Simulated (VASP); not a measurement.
# W (Im-3m) in VASP: notebook

Runs on W. Level: PBEsol. Tasks: single point.

All numbers are computed with VASP 6.6.1; they aren't measurements. Logs are shortened: lines on timing, memory, paths and dates and some standing lists are left out, and cuts for length are marked.

## 1. The cell of the first run

Symmetry: Im-3m, No. 229, cubic system. Conventional cell: a = 3.170 Å, b = 3.170 Å, c = 3.170 Å, α = 90.00°, β = 90.00°, γ = 90.00°. Within 3.6 Å of W (site symmetry m-3m) lie 14 W at 2.75 to 3.17 Å.

## 2. Single point, PBEsol

Input file INCAR:

```
SYSTEM = W
PREC = Accurate ; ENCUT = 520
EDIFF = 1E-7 ; ISMEAR = 0
SIGMA = 0.1 ; LREAL = .FALSE.
LASPH = .TRUE. ; NELM = 60
ALGO = Normal ; ISIF = 2
LWAVE = .FALSE. ; LCHARG = .TRUE.
GGA = PS ; LELF = .TRUE.
LVHAR = .TRUE. ; NBANDS = 13
```

Input file KPOINTS:

```
regular mesh
0
G
  8 8 8
  0 0 0
```

Input file POSCAR:

```
W
1.0
   -1.5851577801      1.5851577801      1.5851577801
    1.5851577801     -1.5851577801      1.5851577801
    1.5851577801      1.5851577801     -1.5851577801
W
1
Direct
    0.0000000000      0.0000000000      0.0000000000
```

Potentials or basis: VASP PAW PBE potentials, release 64 (W_sv).

Run with:

```bash
cat potpaw_PBE.64/W_sv/POTCAR > POTCAR
mpirun -np 1 vasp_std > vasp.out
```

OUTCAR:

```text
SYSTEM = W
   PREC = Accurate
   ENCUT = 520
   EDIFF = 1E-7
   ISMEAR = 0
   LREAL = .FALSE.
   LASPH = .TRUE.
   NELM = 60
   ISIF = 2
   GGA = PS

 ion  position               nearest neighbor table
   1  0.000  0.000  0.000-

  LATTYP: Found a body centered cubic cell.
 ALAT       =     3.1703155602

  Lattice vectors:

 A1 = (  -1.5851577801,   1.5851577801,   1.5851577801)
 A2 = (   1.5851577801,  -1.5851577801,   1.5851577801)
 A3 = (   1.5851577801,   1.5851577801,  -1.5851577801)

Analysis of symmetry for initial positions (statically):
=====================================================================
 Subroutine PRICEL returns:
 Original cell was already a primitive cell.

 Routine SETGRP: Setting up the symmetry group for a
 body centered cubic supercell.

 Subroutine GETGRP returns: Found 48 space group operations
 (whereof 48 operations were pure point group operations)
 out of a pool of 48 trial point group operations.

The static configuration has the point symmetry O_h .

Analysis of symmetry for dynamics (positions and initial velocities):
=====================================================================
 Subroutine PRICEL returns:
 Original cell was already a primitive cell.

 Routine SETGRP: Setting up the symmetry group for a
 body centered cubic supercell.

 Subroutine GETGRP returns: Found 48 space group operations
 (whereof 48 operations were pure point group operations)
 out of a pool of 48 trial point group operations.

The dynamic configuration has the point symmetry O_h .

 Subroutine INISYM returns: Found 48 space group operations
 (whereof 48 operations are pure point group operations),
 and found     1 'primitive' translations

----------------------------------------------------------------------------------------

                                     Primitive cell

  volume of cell :      15.9323

  direct lattice vectors                    reciprocal lattice vectors
    -1.585157780  1.585157780  1.585157780     0.000000000  0.315426014  0.315426014
     1.585157780 -1.585157780  1.585157780     0.315426014  0.000000000  0.315426014
     1.585157780  1.585157780 -1.585157780     0.315426014  0.315426014  0.000000000

[... 78 lines left out ...]
   LASPH  =      T    aspherical Exc in radial PAW
   ENCUT  =  520.0 eV  38.22 Ry    6.18 a.u.   5.10  5.10  5.10*2*pi/ulx,y,z
   NELM   =     60;   NELMIN=  2; NELMDL= -5     # of ELM steps
   EDIFF  = 0.1E-06   stopping-criterion for ELM
   LREAL  =      F    real-space projection
   EDIFFG = 0.1E-05   stopping-criterion for IOM
   NSW    =      0    number of steps for IOM
   IBRION =     -1    ionic relax: 0-MD 1-quasi-New 2-CG
   NFREE  =      0    steps in history (QN), initial steepest desc. (CG)
   ISIF   =      2    stress and relaxation
   ISYM   =      2    0-nonsym 1-usesym 2-fastsym
   POTIM  = 0.5000    time-step for ionic-motion
   TEBEG  =    0.0;   TEEND  =   0.0 temperature during run
   PSTRESS=    0.0 pullay stress
   NELECT =      14.0000    total number of electrons
   NUPDOWN=      -1.0000    fix difference up-down
   EMIN   =  10.00;   EMAX   =-10.00  energy-range for DOS
   EFERMI =   0.00;   METHOD = LEGACY
   ISMEAR =     0;   SIGMA  =   0.10  broadening in eV -4-tet -1-fermi 0-gaus
   EFERMI_NEDOS =   21; number of points for ismear=-14 and -15
   IALGO  =     38    algorithm
   IMIX   =      4    mixing-type and parameters
     AMIX     =   0.40;   BMIX     =  1.00
     AMIX_MAG =   1.60;   BMIX_MAG =  1.00
  volume/ion in A,a.u.               =      15.93       107.52
  Fermi-wavevector in a.u.,A,eV,Ry     =   1.568044  2.963174 33.453504  2.458763
  Thomas-Fermi vector in A             =   2.670134
   LORBIT       =      0    0 simple, 1 ext, 2 COOP (PROOUT), +10 PAW based schemes
   GGA     = PS    functional components
   LHFCALC =     F    Hartree Fock is set to
   AEXX    =    0.0000 exact exchange contribution
   IVDW    =     0    specifies the selected vdW correction
   LEPSILON=     F    determine dielectric tensor
   LRPA    =     F    only Hartree local field effects (RPA)
 non-spin polarized calculation
 Gauss-broadening in eV      SIGMA  =   0.10
  energy-cutoff  :      520.00
  volume of cell :       15.93
 maximum number of plane-waves:       439
   NGX = 11   NGY = 11   NGZ = 11

 number of electron      14.0000003 magnetization

 Free energy of the ion-electron system (eV)
  ---------------------------------------------------
  ext. energy  EPLUGINS =         0.00000000
  ---------------------------------------------------
  free energy    TOTEN  =       -13.80263101 eV

  energy without entropy =      -13.80262904  energy(sigma->0) =      -13.80263002

 E-fermi :  10.9790     XC(G=0): -13.7321

 val. band max:       10.6986256089   @ k =   0.1250   0.0000   0.0000
 cond. band min:      11.2605397228   @ k =  -0.2500   0.2500   0.1250
 fundamental gap:      0.5619141139
 Fermi energy:        10.9789872099

 k-point     1 :       0.0000    0.0000    0.0000
  band No.  band energies     occupation
      1     -62.9496      2.00000
      2     -26.5149      2.00000
      3     -26.5149      2.00000
      4     -26.5149      2.00000
      5       1.5772      2.00000
      6       9.9790      2.00000
      7       9.9790      2.00000
      8       9.9790      2.00000
      9      13.4245      0.00000
     10      13.4245      0.00000
     11      25.7319      0.00000
     12      25.7319      0.00000
     13      25.7319      0.00000
[... 354 lines left out ...]
  band No.  band energies     occupation
      1     -62.7859      2.00000
      2     -27.4659      2.00000
      3     -27.1096      2.00000
      4     -26.9910      2.00000
      5       6.6663      2.00000
      6       7.3886      2.00000
      7      10.6797      1.99998
      8      11.4669      0.00000
      9      14.9164      0.00000
     10      15.5452      0.00000
     11      24.8314      0.00000
     12      27.3370      0.00000
     13      28.4830      0.00000

 [... further k-points ...]
[... 5 lines left out ...]
  --------------------------------------------------------------------------------------
  -------------------------------------------------------------------------------------
  Total       -0.3798370     -0.3798370     -0.3798370     -0.0000000     -0.0000000     -0.0000000
  in kB      -38.1970981    -38.1970981    -38.1970981     -0.0000000     -0.0000000     -0.0000000
  external PRESSURE =     -38.1970981 kB  Pullay stress =       0.0000000 kB

 VOLUME and BASIS-vectors are now :
 -----------------------------------------------------------------------------
  energy-cutoff  :      520.00
  volume of cell :       15.93
      direct lattice vectors                 reciprocal lattice vectors
    -1.585157780  1.585157780  1.585157780     0.000000000  0.315426014  0.315426014
     1.585157780 -1.585157780  1.585157780     0.315426014  0.000000000  0.315426014
     1.585157780  1.585157780 -1.585157780     0.315426014  0.315426014  0.000000000

 POSITION                                       TOTAL-FORCE (eV/Angst)
 -----------------------------------------------------------------------------------
      0.00000      0.00000      0.00000         0.000000      0.000000      0.000000
 -----------------------------------------------------------------------------------
    total drift:                               -0.000000     -0.000000     -0.000000

  FREE ENERGIE OF THE ION-ELECTRON SYSTEM (eV)
  ---------------------------------------------------
  free  energy   TOTEN  =       -13.8026310137 eV

  energy  without entropy=      -13.8026290358  energy(sigma->0) =      -13.80263002
```

OSZICAR:

```text
N       E                     dE             d eps       ncg     rms          rms(c)
DAV:   1     0.859005251745E+02    0.85901E+02   -0.76037E+03   754   0.123E+03
DAV:   2    -0.126711920754E+02   -0.98572E+02   -0.94095E+02   824   0.321E+02
DAV:   3    -0.144842193706E+02   -0.18130E+01   -0.18079E+01   819   0.414E+01
DAV:   4    -0.144911511023E+02   -0.69317E-02   -0.69314E-02   824   0.287E+00
DAV:   5    -0.144912080028E+02   -0.56900E-04   -0.56900E-04   849   0.245E-01    0.214E+01
DAV:   6    -0.139535599541E+02    0.53765E+00   -0.43734E-01   784   0.870E+00    0.851E+00
DAV:   7    -0.138083029609E+02    0.14526E+00   -0.22501E-01   829   0.592E+00    0.658E-01
DAV:   8    -0.138026512642E+02    0.56517E-02   -0.42010E-03   774   0.857E-01    0.831E-02
DAV:   9    -0.138026326991E+02    0.18565E-04   -0.68822E-05   837   0.967E-02    0.547E-02
DAV:  10    -0.138026308376E+02    0.18615E-05   -0.92689E-06   834   0.423E-02    0.945E-03
DAV:  11    -0.138026310880E+02   -0.25045E-06   -0.22013E-07   719   0.533E-03    0.572E-04
DAV:  12    -0.138026310137E+02    0.74363E-07   -0.68542E-09   437   0.965E-04
   1 F= -.13802631E+02 E0= -.13802630E+02  d E =-.197787E-05
```

Run time: 3.2 s. Hardware: 1 thread of AMD EPYC 9R45 (Zen 5), shared host; peak memory 0.09 GiB.

What came out:

```
Free energy            : -13.8026 eV
Pressure               : -3.8 GPa
Band gap on the k mesh : zero (band 7 reaches 16.35 eV, above the bottom of band 8 at 9.98 eV)
```

Levels at points of the mesh, in eV from the Fermi level:
```
           k point  band 4  band 5  band 6  band 7  band 8  band 9  band 10  band 11
(0.00, 0.00, 0.00)  -37.49   -9.40   -1.00   -1.00   -1.00    2.45     2.45    14.75
(0.50, 0.00, 0.00)  -37.50   -6.03   -3.32    0.90    2.34    3.31     6.35    11.21
(0.50, 0.50, 0.50)  -38.39   -5.59   -5.59    5.37    5.37    5.37     8.44     8.44
```

Caveat: the PAW data sets were made with another functional, which shifts forces and pressure a little; spin-orbit coupling is left out, which moves the levels of the heavy elements.

## 3. Single point, PBEsol

This run uses another cell than the first one, of 15.69 Å³/atom, 0.985 times its volume.

Input file INCAR:

```
PREC = Accurate
ENCUT = 520
EDIFF = 1E-7
ISMEAR = 0
SIGMA = 0.1
LREAL = F
LASPH = T
NELM = 60
ALGO = Normal
ISIF = 2
LWAVE = F
LCHARG = F
GGA = PS
NBANDS = 13
```

Input file KPOINTS:

```
regular mesh
0
Gamma
  18 18 18
```

Input file POSCAR:

```
W
1.0
   -1.5771639876      1.5771639876      1.5771639876
    1.5771639876     -1.5771639876      1.5771639876
    1.5771639876      1.5771639876     -1.5771639876
W
1
Direct
    0.0000000000      0.0000000000      0.0000000000
```

Potentials or basis: VASP PAW PBE potentials, release 64 (W_sv).

Run with:

```bash
cat potpaw_PBE.64/W_sv/POTCAR > POTCAR
mpirun -np 1 vasp_std > vasp.out
```

It took 14 s on 1 thread of AMD EPYC 9R45 (Zen 5), shared host; peak memory 0.12 GiB.

It converged, with:

```yaml
Free_energy: -13.8015 eV
Pressure: 0.7 GPa
Band_gap_on_the_k_mesh: zero (band 7 reaches 16.67 eV, above the bottom of band 8 at 10.17 eV)
```

Levels at points of the mesh, in eV from the Fermi level:
| k point | band 4 | band 5 | band 6 | band 7 | band 8 | band 9 | band 10 | band 11 |
| --- | --- | --- | --- | --- | --- | --- | --- | --- |
| (0.00, 0.00, 0.00) | -37.67 | -9.70 | -1.24 | -1.24 | -1.24 | 2.27 | 2.27 | 14.57 |
| (0.50, 0.00, 0.00) | -37.67 | -6.35 | -3.61 | 0.74 | 2.17 | 3.16 | 6.27 | 11.24 |
| (0.50, 0.50, 0.50) | -38.60 | -5.93 | -5.93 | 5.26 | 5.26 | 5.26 | 8.34 | 8.34 |

Caveat: the PAW data sets were made with another functional, which shifts forces and pressure a little; spin-orbit coupling is left out, which moves the levels of the heavy elements.
